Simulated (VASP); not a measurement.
A run of VASP 6.6.1:

INCAR

```
PREC = Accurate
ENCUT = 600
EDIFF = 1E-7
ISMEAR = -1
SIGMA = 0.05
LREAL = F
LASPH = T
NELM = 80
ALGO = Normal
ISIF = 3
LWAVE = F
LCHARG = F
GGA = PS
IBRION = 2
NSW = 60
EDIFFG = -0.01
```

The input KPOINTS:

```
regular mesh
0
Gamma
  7 7 7
```

The input POSCAR:

```
CuO
1.0
    4.1609370000      0.0000000000      0.0000000000
    0.0000000000      4.1609370000      0.0000000000
    0.0000000000      0.0000000000      3.8876430000
Cu O
3 3
Direct
    0.5000000000      0.0000000000      0.5000000000
    0.0000000000      0.5000000000      0.5000000000
    0.0000000000      0.0000000000      0.0000000000
    0.0000000000      0.0000000000      0.5000000000
    0.5000000000      0.0000000000      0.0000000000
    0.0000000000      0.5000000000      0.0000000000
```

Potentials or basis: VASP PAW PBE potentials, release 64 (Cu, O).

The run is started by

```console
$ cat potpaw_PBE.64/Cu/POTCAR potpaw_PBE.64/O/POTCAR > POTCAR
$ mpirun -np 1 vasp_std > vasp.out
```

Hardware: 1 thread of Intel Xeon 6975P-C (shared host).

Problem. How long does it take, and how much memory?

Solution. Run time: 10 min on 1 thread of Intel Xeon 6975P-C, on a shared host, peak memory 0.25 GiB. Counts: scf iterations 82, k points 40, ion steps 7.
